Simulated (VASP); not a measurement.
# GePt (R3m) in VASP: single point with PBE

Aim: the single point of GePt with PBE.

Everything below comes from runs of VASP 6.6.1. Logs are shortened: lines on timing, memory, paths and dates and some standing lists are left out, and cuts for length are marked.

### 1 The cell of the first run

The structure is trigonal, space group R3m (No. 160). Conventional cell: a = 4.337 Å, b = 4.337 Å, c = 6.152 Å, α = 90.00°, β = 90.00°, γ = 120.00°. Within 3.5 Å of Ge (site symmetry 3m) lie 8 Pt at 2.62 to 3.32 Å and 6 Ge at 3.24 Å. Within 3.5 Å of Pt (site symmetry 3m) lie 8 Ge at 2.62 to 3.32 Å and 6 Pt at 3.24 Å.

The cell was built from a structure type or drawn by symmetry, and may not be a known phase.

### 2 Single point, PBE

File INCAR:

```
PREC     = Accurate       # precision mode
ENCUT    = 500            # plane-wave cutoff, eV
EDIFF    = 1E-6           # SCF threshold, eV
ISMEAR   = 0              # smearing method
SIGMA    = 0.2            # smearing width, eV
LREAL    = False          # projectors in reciprocal space
LASPH    = True           # aspherical terms in the spheres
NELM     = 120            # most SCF steps
ALGO     = Normal         # electronic algorithm
ISIF     = 2              # what is computed and relaxed
LWAVE    = False          # write WAVECAR
LCHARG   = False          # write CHGCAR
GGA      = PE             # functional
NBANDS   = 19             # bands
GGA_COMPAT= False
```

File KPOINTS:

```
Automatic mesh
0
Gamma
  6 6 6
```

File POSCAR:

```
GePt
1.0
    2.1683334347      1.2518878937      2.0506836526
   -2.1683334347      1.2518878937      2.0506836526
    0.0000000000     -2.5037757830      2.0506836553
Ge Pt
1 1
Direct
    0.4428222750      0.4428222750      0.4428222750
    0.9829346050      0.9829346050      0.9829346050
```

Potentials or basis: VASP PAW PBE potentials, release 64 (Ge_d, Pt).

On the command line:

```sh
$ cat potpaw_PBE.64/Ge_d/POTCAR potpaw_PBE.64/Pt/POTCAR > POTCAR
$ mpirun -np 1 vasp_std > vasp.out
```

OUTCAR:

```text
PREC = Accurate
   ENCUT = 500
   EDIFF = 1E-6
   ISMEAR = 0
   LREAL = False
   LASPH = True
   NELM = 120
   ISIF = 2
   GGA = PE

 ion  position               nearest neighbor table
   1  0.443  0.443  0.443-   2 2.62   2 2.62   2 2.62   2 2.81   2 2.81   2 2.81   2 2.83
   2  0.983  0.983  0.983-   1 2.62   1 2.62   1 2.62   1 2.81   1 2.81   1 2.81   1 2.83

  LATTYP: Found a trigonal (rhomboedric) cell.
 ALAT       =     3.2363863529
 COS(alpha) =     0.1022376126

  Lattice vectors:

 A1 = (   2.1683334347,   1.2518878937,   2.0506836526)
 A2 = (  -2.1683334347,   1.2518878937,   2.0506836526)
 A3 = (   0.0000000000,  -2.5037757830,   2.0506836553)

Analysis of symmetry for initial positions (statically):
=====================================================================
 Subroutine PRICEL returns:
 Original cell was already a primitive cell.

 Routine SETGRP: Setting up the symmetry group for a
 trigonal (rhombohedral) supercell.

 Subroutine GETGRP returns: Found  6 space group operations
 (whereof  6 operations were pure point group operations)
 out of a pool of 12 trial point group operations.

The static configuration has the point symmetry C_3v.

Analysis of symmetry for dynamics (positions and initial velocities):
=====================================================================
 Subroutine PRICEL returns:
 Original cell was already a primitive cell.

 Routine SETGRP: Setting up the symmetry group for a
 trigonal (rhombohedral) supercell.

 Subroutine GETGRP returns: Found  6 space group operations
 (whereof  6 operations were pure point group operations)
 out of a pool of 12 trial point group operations.

The dynamic configuration has the point symmetry C_3v.

 Subroutine INISYM returns: Found  6 space group operations
 (whereof  6 operations are pure point group operations),
 and found     1 'primitive' translations

----------------------------------------------------------------------------------------

                                     Primitive cell

  volume of cell :      33.3996

  direct lattice vectors                    reciprocal lattice vectors
     2.168333435  1.251887894  2.050683653     0.230591842  0.133132262  0.162547418
[... 80 lines left out ...]
   ISPIN  =      1    spin polarized calculation?
   LNONCOLLINEAR =      F non collinear calculations
   LSORBIT =      F    spin-orbit coupling
   LASPH  =      T    aspherical Exc in radial PAW
   ENCUT  =  500.0 eV  36.75 Ry    6.06 a.u.   5.90  5.90  5.90*2*pi/ulx,y,z
   NELM   =    120;   NELMIN=  2; NELMDL= -5     # of ELM steps
   EDIFF  = 0.1E-05   stopping-criterion for ELM
   LREAL  =      F    real-space projection
   EDIFFG = 0.1E-04   stopping-criterion for IOM
   NSW    =      0    number of steps for IOM
   IBRION =     -1    ionic relax: 0-MD 1-quasi-New 2-CG
   NFREE  =      0    steps in history (QN), initial steepest desc. (CG)
   ISIF   =      2    stress and relaxation
   ISYM   =      2    0-nonsym 1-usesym 2-fastsym
   POTIM  = 0.5000    time-step for ionic-motion
   TEBEG  =    0.0;   TEEND  =   0.0 temperature during run
   PSTRESS=    0.0 pullay stress
   NELECT =      24.0000    total number of electrons
   NUPDOWN=      -1.0000    fix difference up-down
   EMIN   =  10.00;   EMAX   =-10.00  energy-range for DOS
   EFERMI =   0.00;   METHOD = LEGACY
   ISMEAR =     0;   SIGMA  =   0.20  broadening in eV -4-tet -1-fermi 0-gaus
   EFERMI_NEDOS =   21; number of points for ismear=-14 and -15
   IALGO  =     38    algorithm
   IMIX   =      4    mixing-type and parameters
     AMIX     =   0.40;   BMIX     =  1.00
     AMIX_MAG =   1.60;   BMIX_MAG =  1.00
  volume/ion in A,a.u.               =      16.70       112.70
  Fermi-wavevector in a.u.,A,eV,Ry     =   1.466329  2.770960 29.254170  2.150121
  Thomas-Fermi vector in A             =   2.582080
   LORBIT       =      0    0 simple, 1 ext, 2 COOP (PROOUT), +10 PAW based schemes
   GGA     = PE    functional components
   LHFCALC =     F    Hartree Fock is set to
   AEXX    =    0.0000 exact exchange contribution
   IVDW    =     0    specifies the selected vdW correction
   LEPSILON=     F    determine dielectric tensor
   LRPA    =     F    only Hartree local field effects (RPA)
 non-spin polarized calculation
 Gauss-broadening in eV      SIGMA  =   0.20
  energy-cutoff  :      500.00
  volume of cell :       33.40
 maximum number of plane-waves:       866
   NGX = 11   NGY = 11   NGZ = 11

 number of electron      24.0000001 magnetization

 Free energy of the ion-electron system (eV)
  ---------------------------------------------------
  ext. energy  EPLUGINS =         0.00000000
  ---------------------------------------------------
  free energy    TOTEN  =       -10.83195530 eV

  energy without entropy =      -10.81148194  energy(sigma->0) =      -10.82171862

 E-fermi :   9.0090     XC(G=0): -12.3606

 val. band max:        8.9887624828   @ k =  -0.1667   0.1667   0.1667
 cond. band min:       9.0411812841   @ k =  -0.3333   0.5000   0.1667
 fundamental gap:      0.0524188012
 Fermi energy:         9.0089613112

 k-point     1 :       0.0000    0.0000    0.0000
  band No.  band energies     occupation
      1     -15.9102      2.00000
      2     -15.9102      2.00000
      3     -15.8867      2.00000
      4     -15.8346      2.00000
      5     -15.8346      2.00000
      6      -3.4866      2.00000
[... 505 lines left out ...]
      6       0.0760      2.00000
[... 11 lines left out ...]
     18      23.1210      0.00000
     19      24.4328      0.00000

 [... further k-points ...]

------------------------ aborting loop because EDIFF is reached ----------------------------------------

  FORCE on cell =-STRESS in cart. coord.  units (eV):
  Direction    XX          YY          ZZ          XY          YZ          ZX
  --------------------------------------------------------------------------------------
  -------------------------------------------------------------------------------------
  Total       -0.0227513     -0.0227513      0.0368419      0.0000000      0.0000000      0.0000000
  in kB       -1.0913761     -1.0913761      1.7673022      0.0000000      0.0000000      0.0000000
  external PRESSURE =      -0.1384833 kB  Pullay stress =       0.0000000 kB

 VOLUME and BASIS-vectors are now :
 -----------------------------------------------------------------------------
  energy-cutoff  :      500.00
  volume of cell :       33.40
      direct lattice vectors                 reciprocal lattice vectors
     2.168333435  1.251887894  2.050683653     0.230591842  0.133132262  0.162547418
    -2.168333435  1.251887894  2.050683653    -0.230591842  0.133132262  0.162547418
     0.000000000 -2.503775783  2.050683655     0.000000000 -0.266264524  0.162547418

 POSITION                                       TOTAL-FORCE (eV/Angst)
 -----------------------------------------------------------------------------------
      0.00000      0.00000      2.72427         0.000000      0.000000      0.004063
      0.00000      0.00000      6.04706         0.000000     -0.000000     -0.004063
 -----------------------------------------------------------------------------------
    total drift:                                0.000000     -0.000002      0.001265

  FREE ENERGIE OF THE ION-ELECTRON SYSTEM (eV)
  ---------------------------------------------------
  free  energy   TOTEN  =       -10.8319553030 eV

  energy  without entropy=      -10.8114819437  energy(sigma->0) =      -10.82171862
```

OSZICAR:

```text
N       E                     dE             d eps       ncg     rms          rms(c)
DAV:   1     0.169666513843E+03    0.16967E+03   -0.11744E+04  1460   0.306E+03
DAV:   2     0.715191109717E+01   -0.16251E+03   -0.15561E+03  1250   0.582E+02
DAV:   3    -0.107558855984E+02   -0.17908E+02   -0.17701E+02  1356   0.112E+02
DAV:   4    -0.111511693747E+02   -0.39528E+00   -0.39504E+00  1375   0.164E+01
DAV:   5    -0.111581807866E+02   -0.70114E-02   -0.70109E-02  1351   0.248E+00    0.871E+00
DAV:   6    -0.108840261067E+02    0.27415E+00   -0.15368E+00  1312   0.729E+00    0.463E+00
DAV:   7    -0.108440518984E+02    0.39974E-01   -0.10823E-01  1599   0.369E+00    0.268E+00
DAV:   8    -0.108322973726E+02    0.11755E-01   -0.26153E-02  1485   0.144E+00    0.278E-01
DAV:   9    -0.108319632094E+02    0.33416E-03   -0.15463E-03  1595   0.671E-01    0.910E-02
DAV:  10    -0.108319538849E+02    0.93245E-05   -0.22016E-04  1586   0.142E-01    0.203E-02
DAV:  11    -0.108319545683E+02   -0.68349E-06   -0.13250E-05  1589   0.555E-02    0.715E-03
DAV:  12    -0.108319553030E+02   -0.73467E-06   -0.95271E-07   806   0.180E-02
   1 F= -.10831955E+02 E0= -.10821719E+02  d E =-.204734E-01
```

Wall time 6.3 s (1 thread of Intel Xeon 6975P-C (Granite Rapids), shared host); peak memory 0.15 GiB.

Results:

```yaml
Free_energy: -10.8320 eV
Pressure: 0.0 GPa
Largest_force: 0.004 eV/Å
Band_gap_on_the_k_mesh: zero (bands 12 and 13 overlap by 2.51 eV)
```

Forces in eV/Å, atoms in the order of the input:
```
Ge   0.000  0.000  0.004
Pt   0.000  0.000 -0.004
```

Levels at points of the mesh, in eV from the Fermi level:
```tsv
k point	band 10	band 11	band 12	band 13	band 14	band 15
(0.00, 0.00, 0.00)	-2.46	-2.11	1.85	1.85	2.56	4.45
(0.50, 0.00, 0.00)	-3.41	-2.23	-0.94	5.32	5.80	7.56
(0.50, 0.50, 0.00)	-3.04	-2.77	-1.27	-0.10	1.27	4.67
(0.50, 0.50, 0.50)	-1.24	-1.24	1.34	2.46	3.11	3.11
```

Caveat: spin-orbit coupling is left out, which moves the levels of the heavy elements.
